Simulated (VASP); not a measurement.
Set up this calculation in VASP 6.6.1, as the native input.

```yaml
Task: single point
Functional: PBEsol
Potentials_or_basis: VASP PAW PBE potentials, release 64 (Ti_sv)
Cutoff: 520 eV
k_mesh: 12 × 12 × 14
Occupations: gaussian, width 0.15 eV
Spin: no spin polarisation
Dipole_correction: no
Further_INCAR_settings: ALGO = Fast; EDIFF = 1e-06; NBANDS = 25
```

The structure of Ti lies in POSCAR:

```
Ti
1.0
    4.6504000000      0.0000000000      0.0000000000
   -2.3252000000      4.0273645378      0.0000000000
    0.0000000000      0.0000000000      2.8263000000
Ti
3
Direct
    0.0000000000      0.0000000000      0.0000000000
    0.3333333333      0.6666666667      0.5000000000
    0.6666666667      0.3333333333      0.5000000000
```

These files were run (other wordings do the same):

INCAR

```
SYSTEM = Ti
PREC = Accurate ; ENCUT = 520
EDIFF = 1E-6 ; ISMEAR = 0
SIGMA = 0.15 ; LREAL = .False.
LASPH = .True. ; NELM = 60
ALGO = Fast ; ISIF = 2
LWAVE = .False. ; LCHARG = .False.
GGA = PS ; NBANDS = 25
```

KPOINTS

```
Automatic mesh
0
Gamma
  12 12 14
  0 0 0
```

Potentials or basis: VASP PAW PBE potentials, release 64 (Ti_sv).

The run is started by

```console
$ cat potpaw_PBE.64/Ti_sv/POTCAR > POTCAR
$ mpirun -np 1 vasp_std > vasp.out
```

Results of the run:

```
Pressure               : -7.4 GPa
Band gap on the k mesh : zero (band 18 reaches 8.05 eV, above the bottom of band 19 at 7.79 eV)
```

Caveat: the PAW data sets were made with another functional, which shifts forces and pressure a little.

Wall time 4.8 min on 1 thread of Intel(R) Xeon(R) 6975P-C (Granite Rapids), with other jobs on the host, peak memory 0.28 GiB.
